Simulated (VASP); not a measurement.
# GaAs (F-43m) in VASP: single point with PBE

Aim: the single point of GaAs with PBE.

All numbers are computed with VASP 6.6.1; they aren't measurements. Logs are shortened: lines on timing, memory, paths and dates and some standing lists are left out, and cuts for length are marked.

**1. The cell of the first run**

The structure is cubic, space group F-43m (No. 216). Conventional cell: a = 5.665 Å, b = 5.665 Å, c = 5.665 Å, α = 90.00°, β = 90.00°, γ = 90.00°. Ga (site symmetry -43m) has 4 As at 2.45 Å within 3.2 Å. Within 3.2 Å of As (site symmetry -43m) lie 4 Ga at 2.45 Å.

**2. Single point, PBE**

INCAR reads:

```
SYSTEM = GaAs
PREC     = Accurate       ! precision mode
ENCUT    = 500            ! plane-wave cutoff, eV
EDIFF    = 1E-6           ! SCF threshold, eV
ISMEAR   = -1             ! smearing method
SIGMA    = 0.01           ! smearing width, eV
LREAL    = Auto         
LASPH    = .TRUE.         ! aspherical terms in the spheres
NELM     = 120            ! most SCF steps
ALGO     = Normal         ! electronic algorithm
ISIF     = 2              ! what is computed and relaxed
LWAVE    = .FALSE.        ! write WAVECAR
LCHARG   = .FALSE.        ! write CHGCAR
GGA      = PE             ! functional
NBANDS   = 276            ! bands
GGA_COMPAT= .FALSE.
```

KPOINTS reads:

```
Automatic mesh
0
Gamma
  1 1 1
  0.25 0.25 0.25
```

POSCAR reads:

```
GaAs
1.0
    0.0000000000      8.4974613047      8.4974613047
    8.4974613047      0.0000000000      8.4974613047
    8.4974613047      8.4974613047      0.0000000000
Ga As
27 27
Direct
    0.0000000000      0.0000000000      0.0000000000
    0.0000000000      0.0000000000      0.3333333333
    0.0000000000      0.0000000000      0.6666666667
    0.0000000000      0.3333333333      0.0000000000
    0.0000000000      0.3333333333      0.3333333333
    0.0000000000      0.3333333333      0.6666666667
    0.0000000000      0.6666666667      0.0000000000
    0.0000000000      0.6666666667      0.3333333333
    0.0000000000      0.6666666667      0.6666666667
    0.3333333333      0.0000000000      0.0000000000
    0.3333333333      0.0000000000      0.3333333333
    0.3333333333      0.0000000000      0.6666666667
    0.3333333333      0.3333333333      0.0000000000
    0.3333333333      0.3333333333      0.3333333333
    0.3333333333      0.3333333333      0.6666666667
    0.3333333333      0.6666666667      0.0000000000
    0.3333333333      0.6666666667      0.3333333333
    0.3333333333      0.6666666667      0.6666666667
    0.6666666667      0.0000000000      0.0000000000
    0.6666666667      0.0000000000      0.3333333333
    0.6666666667      0.0000000000      0.6666666667
    0.6666666667      0.3333333333      0.0000000000
    0.6666666667      0.3333333333      0.3333333333
    0.6666666667      0.3333333333      0.6666666667
    0.6666666667      0.6666666667      0.0000000000
    0.6666666667      0.6666666667      0.3333333333
    0.6666666667      0.6666666667      0.6666666667
    0.2500000000      0.2500000000      0.2500000000
    0.2500000000      0.2500000000      0.5833333333
    0.2500000000      0.2500000000      0.9166666667
    0.2500000000      0.5833333333      0.2500000000
    0.2500000000      0.5833333333      0.5833333333
    0.2500000000      0.5833333333      0.9166666667
    0.2500000000      0.9166666667      0.2500000000
    0.2500000000      0.9166666667      0.5833333333
    0.2500000000      0.9166666667      0.9166666667
    0.5833333333      0.2500000000      0.2500000000
    0.5833333333      0.2500000000      0.5833333333
    0.5833333333      0.2500000000      0.9166666667
    0.5833333333      0.5833333333      0.2500000000
    0.5833333333      0.5833333333      0.5833333333
    0.5833333333      0.5833333333      0.9166666667
    0.5833333333      0.9166666667      0.2500000000
    0.5833333333      0.9166666667      0.5833333333
    0.5833333333      0.9166666667      0.9166666667
    0.9166666667      0.2500000000      0.2500000000
    0.9166666667      0.2500000000      0.5833333333
    0.9166666667      0.2500000000      0.9166666667
    0.9166666667      0.5833333333      0.2500000000
    0.9166666667      0.5833333333      0.5833333333
    0.9166666667      0.5833333333      0.9166666667
    0.9166666667      0.9166666667      0.2500000000
    0.9166666667      0.9166666667      0.5833333333
    0.9166666667      0.9166666667      0.9166666667
```

Potentials or basis: VASP PAW PBE potentials, release 64 (Ga_d, As).

On the command line:

```sh
cat potpaw_PBE.64/Ga_d/POTCAR potpaw_PBE.64/As/POTCAR > POTCAR
mpirun -np 1 vasp_std > vasp.out
```

OUTCAR:

```text
SYSTEM = GaAs
   PREC = Accurate
   ENCUT = 500
   EDIFF = 1E-6
   ISMEAR = -1
   LREAL = Auto
   LASPH = .TRUE.
   NELM = 120
   ISIF = 2
   GGA = PE

 ion  position               nearest neighbor table
   1  0.000  0.000  0.000-  54 2.45  48 2.45  52 2.45  36 2.45
   2  0.000  0.000  0.333-  52 2.45  46 2.45  34 2.45  53 2.45
   3  0.000  0.000  0.667-  35 2.45  47 2.45  53 2.45  54 2.45
   4  0.000  0.333  0.000-  48 2.45  46 2.45  30 2.45  51 2.45
   5  0.000  0.333  0.333-  46 2.45  28 2.45  47 2.45  49 2.45
   6  0.000  0.333  0.667-  29 2.45  47 2.45  48 2.45  50 2.45
[... 46 lines left out ...]
  53  0.917  0.917  0.583-   2 2.45   3 2.45   9 2.45  21 2.45
  54  0.917  0.917  0.917-   1 2.45   3 2.45   7 2.45  19 2.45

  LATTYP: Found a face centered cubic cell.
 ALAT       =    16.9949226094

  Lattice vectors:

 A1 = (   0.0000000000,   8.4974613047,   8.4974613047)
 A2 = (   8.4974613047,   0.0000000000,   8.4974613047)
 A3 = (   8.4974613047,   8.4974613047,   0.0000000000)

Analysis of symmetry for initial positions (statically):
=====================================================================
 Subroutine PRICEL returns following result:

  LATTYP: Found a face centered cubic cell.
 ALAT       =     5.6649742026

  Lattice vectors:

 A1 = (   0.0000000000,   2.8324871013,   2.8324871013)
 A2 = (   2.8324871013,   0.0000000000,   2.8324871013)
 A3 = (   2.8324871013,   2.8324871013,   0.0000000000)

  27 primitive cells build up your supercell.

 Routine SETGRP: Setting up the symmetry group for a
 face centered cubic supercell.

 Subroutine GETGRP returns: Found 24 space group operations
 (whereof 24 operations were pure point group operations)
 out of a pool of 48 trial point group operations.

The static configuration has the point symmetry T_d .

Analysis of symmetry for dynamics (positions and initial velocities):
=====================================================================
 Subroutine PRICEL returns following result:

  LATTYP: Found a face centered cubic cell.
 ALAT       =     5.6649742026

  Lattice vectors:

 A1 = (   0.0000000000,   2.8324871013,   2.8324871013)
 A2 = (   2.8324871013,   0.0000000000,   2.8324871013)
 A3 = (   2.8324871013,   2.8324871013,   0.0000000000)

  27 primitive cells build up your supercell.

 Routine SETGRP: Setting up the symmetry group for a
 face centered cubic supercell.

 Subroutine GETGRP returns: Found 24 space group operations
 (whereof 24 operations were pure point group operations)
 out of a pool of 48 trial point group operations.

The dynamic configuration has the point symmetry T_d .

 Subroutine INISYM returns: Found 24 space group operations
 (whereof 24 operations are pure point group operations),
 and found    27 'primitive' translations

----------------------------------------------------------------------------------------

                                     Primitive cell

  volume of cell :      45.4500

  direct lattice vectors                    reciprocal lattice vectors
     0.000000000  2.832487101  2.832487101    -0.176523310  0.176523310  0.176523310
     2.832487101  0.000000000  2.832487101     0.176523310 -0.176523310  0.176523310
     2.832487101  2.832487101  0.000000000     0.176523310  0.176523310 -0.176523310

  length of vectors
     4.005741674  4.005741674  4.005741674     0.305747342  0.305747342  0.305747342

  position of ions in fractional coordinates (direct lattice)
     0.000000000  0.000000000  0.000000000
     0.750000000  0.750000000  0.750000000

  ion indices of the primitive-cell ions
   primitive index   ion index
                 1           1
                 2          54

----------------------------------------------------------------------------------------

 KPOINTS: Automatic mesh

Automatic generation of k-mesh.
 Grid dimensions read from file:
 generate k-points for:    1    1    1

 Generating k-lattice:

  Cartesian coordinates                     Fractional coordinates (reciprocal lattice)
    -0.058841103  0.058841103  0.058841103     1.000000000  0.000000000  0.000000000
     0.058841103 -0.058841103  0.058841103     0.000000000  1.000000000  0.000000000
     0.058841103  0.058841103 -0.058841103     0.000000000  0.000000000  1.000000000

  Length of vectors
     0.101915781  0.101915781  0.101915781

  Shift w.r.t. Gamma in fractional coordinates (k-lattice)
     0.250000000  0.250000000  0.250000000

 Subroutine IBZKPT returns following result:
 ===========================================

 Found      1 irreducible k-points:

 Following reciprocal coordinates:
            Coordinates               Weight
  0.250000  0.250000  0.250000      8.000000
   k-points           NKPTS =      1   k-points in BZ     NKDIM =      1   number of bands    NBANDS=    276
   number of dos      NEDOS =    301   number of ions     NIONS =     54
   total plane-waves  NPLWV = 729000
   dimension x,y,z NGX =    90 NGY =   90 NGZ =   90
   dimension x,y,z NGXF=   180 NGYF=  180 NGZF=  180
   ions per type =              27  27
   NGX,Y,Z   is equivalent  to a cutoff of  12.45, 12.45, 12.45 a.u.
   NGXF,Y,Z  is equivalent  to a cutoff of  24.90, 24.90, 24.90 a.u.
 SYSTEM =  GaAs
   PREC   = accura    normal or accurate (medium, high low for compatibility)
   ISTART =      0    job   : 0-new  1-cont  2-samecut
   ICHARG =      2    charge: 1-file 2-atom 10-const
   ISPIN  =      1    spin polarized calculation?
   LNONCOLLINEAR =      F non collinear calculations
   LSORBIT =      F    spin-orbit coupling
   LASPH  =      T    aspherical Exc in radial PAW
   ENCUT  =  500.0 eV  36.75 Ry    6.06 a.u.  21.91 21.91 21.91*2*pi/ulx,y,z
   NELM   =    120;   NELMIN=  2; NELMDL= -5     # of ELM steps
   EDIFF  = 0.1E-05   stopping-criterion for ELM
   LREAL  =      T    real-space projection
   EDIFFG = 0.1E-04   stopping-criterion for IOM
   NSW    =      0    number of steps for IOM
[... 5 lines left out ...]
   TEBEG  =    0.0;   TEEND  =   0.0 temperature during run
   PSTRESS=    0.0 pullay stress
   NELECT =     486.0000    total number of electrons
   NUPDOWN=      -1.0000    fix difference up-down
   EMIN   =  10.00;   EMAX   =-10.00  energy-range for DOS
   EFERMI =   0.00;   METHOD = LEGACY
   ISMEAR =    -1;   SIGMA  =   0.01  broadening in eV -4-tet -1-fermi 0-gaus
   EFERMI_NEDOS =   21; number of points for ismear=-14 and -15
   IALGO  =     38    algorithm
   IMIX   =      4    mixing-type and parameters
     AMIX     =   0.40;   BMIX     =  1.00
     AMIX_MAG =   1.60;   BMIX_MAG =  1.00
  volume/ion in A,a.u.               =      22.72       153.36
  Fermi-wavevector in a.u.,A,eV,Ry     =   1.202230  2.271886 19.665290  1.445358
  Thomas-Fermi vector in A             =   2.338018
   LORBIT       =      0    0 simple, 1 ext, 2 COOP (PROOUT), +10 PAW based schemes
   GGA     = PE    functional components
   LHFCALC =     F    Hartree Fock is set to
   AEXX    =    0.0000 exact exchange contribution
   IVDW    =     0    specifies the selected vdW correction
   LEPSILON=     F    determine dielectric tensor
   LRPA    =     F    only Hartree local field effects (RPA)
 non-spin polarized calculation
  energy-cutoff  :      500.00
  volume of cell :     1227.15
 maximum number of plane-waves:     31131
 NGX is ok and might be reduce to    90
   NGX = 43   NGY = 43   NGZ = 43

 number of electron     485.9999750 magnetization

 Free energy of the ion-electron system (eV)
  ---------------------------------------------------
  ext. energy  EPLUGINS =         0.00000000
  ---------------------------------------------------
  free energy    TOTEN  =      -216.11881866 eV

  energy without entropy =     -216.11881866  energy(sigma->0) =     -216.11881866

 E-fermi :   4.0652     XC(G=0):  -9.5327

 val. band max:        3.8126202526   @ k =   0.2500   0.2500   0.2500
 cond. band min:       4.9464530569   @ k =   0.2500   0.2500   0.2500
 fundamental gap:      1.1338328043
 Fermi energy:         4.0651558278

 k-point     1 :       0.2500    0.2500    0.2500
  band No.  band energies     occupation
      1     -11.0101      2.00000
      2     -11.0101      2.00000
      3     -11.0101      2.00000
      4     -11.0088      2.00000
      5     -11.0088      2.00000
      6     -11.0088      2.00000
[... 247 lines left out ...]
    254       5.8035      0.00000
    255       5.8035      0.00000
 [bands above 255 left out]

------------------------ aborting loop because EDIFF is reached ----------------------------------------

  FORCE on cell =-STRESS in cart. coord.  units (eV):
  Direction    XX          YY          ZZ          XY          YZ          ZX
  --------------------------------------------------------------------------------------
  -------------------------------------------------------------------------------------
  Total       29.7152081     29.7152081     29.7152081      0.0000000      0.0000000      0.0000000
  in kB       38.7964311     38.7964311     38.7964311      0.0000000      0.0000000      0.0000000
  external PRESSURE =      38.7964311 kB  Pullay stress =       0.0000000 kB

 VOLUME and BASIS-vectors are now :
 -----------------------------------------------------------------------------
  energy-cutoff  :      500.00
  volume of cell :     1227.15
      direct lattice vectors                 reciprocal lattice vectors
     0.000000000  8.497461305  8.497461305    -0.058841103  0.058841103  0.058841103
     8.497461305  0.000000000  8.497461305     0.058841103 -0.058841103  0.058841103
     8.497461305  8.497461305  0.000000000     0.058841103  0.058841103 -0.058841103

 POSITION                                       TOTAL-FORCE (eV/Angst)
 -----------------------------------------------------------------------------------
      0.00000      0.00000      0.00000        -0.000000     -0.000000      0.000000
      2.83249      2.83249      0.00000        -0.000000      0.000000      0.000000
      5.66497      5.66497      0.00000        -0.000000     -0.000000      0.000000
      2.83249      0.00000      2.83249        -0.000000     -0.000000      0.000000
      5.66497      2.83249      2.83249        -0.000000      0.000000      0.000000
      8.49746      5.66497      2.83249        -0.000000     -0.000000      0.000000
[... 46 lines left out ...]
     12.74619     12.74619     15.57868         0.000000      0.000000     -0.000000
     15.57868     15.57868     15.57868        -0.000000     -0.000000     -0.000000
 -----------------------------------------------------------------------------------
    total drift:                                0.000001      0.000001     -0.000000

  FREE ENERGIE OF THE ION-ELECTRON SYSTEM (eV)
  ---------------------------------------------------
  free  energy   TOTEN  =      -216.1188186584 eV

  energy  without entropy=     -216.1188186584  energy(sigma->0) =     -216.11881866
```

Run time: 33 min. Hardware: 1 thread of Intel Xeon 8259CL, shared host; peak memory 1.4 GiB.

What came out:

```
Free energy            : -216.1188 eV
Pressure               : 3.9 GPa
Band gap on the k mesh : 1.13 eV
```

Levels at points of the mesh, in eV from the valence-band top:
```csv
k point,band 241,band 242,band 243,band 244,band 245,band 246
"(0.25, 0.25, 0.25)",-0.56,0.00,0.00,1.13,1.43,1.53
```

Caveat: the k points lie up to 0.64 Å⁻¹ apart; a shifted mesh leaves out Γ, where band edges can lie.
